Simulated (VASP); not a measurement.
CO2, 12 atoms in the cell. Symmetry: Pbca, No. 61, orthorhombic system. Conventional cell: a = 5.365 Å, b = 5.481 Å, c = 5.800 Å, α = 90.00°, β = 90.00°, γ = 90.00°. C (site symmetry -1) has 2 O at 1.12 Å within 1.5 Å. Within 1.5 Å of O (site symmetry 1) lie 1 C at 1.12 Å.  This cell differs from its parent crystal: normal strain along x -0.0550, normal strain along z -0.0750.

```yaml
Program: VASP 6.6.1
Task: single point
Functional: PBEsol
Potentials_or_basis: VASP PAW PBE potentials, release 64 (C, O)
Cutoff: 520 eV
k_mesh: 4 × 4 × 4
Occupations: gaussian, width 0.05 eV
Spin: no spin polarisation
Dipole_correction: no
Further_INCAR_settings: ALGO = Normal; EDIFF = 1e-06; NBANDS = 44
```

Potentials or basis: VASP PAW PBE potentials, release 64 (C, O).

Run with:

```console
$ cat potpaw_PBE.64/C/POTCAR potpaw_PBE.64/O/POTCAR > POTCAR
$ mpirun -np 1 vasp_std > vasp.out
```

Hardware: 1 thread of Intel(R) Xeon(R) Platinum 8488C (Sapphire Rapids), with other jobs on the host.

**Question.** Estimate the wall time of this run.

**Answer.** It took 3.1 min on 1 thread of Intel(R) Xeon(R) Platinum 8488C (Sapphire Rapids), on a shared host, peak memory 0.33 GiB. Counts: scf iterations 14, k points 27.
